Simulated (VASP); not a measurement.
Here is a VASP 6.6.1 calculation.

INCAR

```
ALGO = Normal ; EDIFF = 1E-6
ENCUT = 520 ; GGA = CA
ISIF = 2 ; ISMEAR = 0
LASPH = True ; LCHARG = False
LREAL = False ; LWAVE = False
NBANDS = 11 ; NELM = 80
PREC = Accurate ; SIGMA = 0.05
```

Contents of KPOINTS:

```
k-points
0
Gamma
  8 8 8
```

File POSCAR:

```
NaH
1.0
    0.0000000000      2.4034000000      2.4400000000
    2.4034000000      0.0000000000      2.4400000000
    2.4034000000      2.4034000000      0.0000000000
Na H
1 1
Direct
    0.0000000000      0.0000000000      0.0000000000
    0.5000000000      0.5000000000      0.5000000000
```

Potentials or basis: VASP PAW LDA potentials, release 64 (Na_pv, H).

Command:

```console
$ cat potpaw_LDA.64/Na_pv/POTCAR potpaw_LDA.64/H/POTCAR > POTCAR
$ mpirun -np 1 vasp_std > vasp.out
```

What does it give for the band gap on the k mesh?

3.40 eV, indirect (least direct gap 4.32 eV).

Estimate the pressure.

-2.1 GPa.

Stress tensor (GPa, compression positive):
```
-1.98  0.00  0.00
 0.00 -1.98  0.00
 0.00  0.00 -2.39
```

Caveat: the cell differs from its parent crystal (strain -0.015 along x and y, +0.000 along z). A k mesh can miss the band edges.
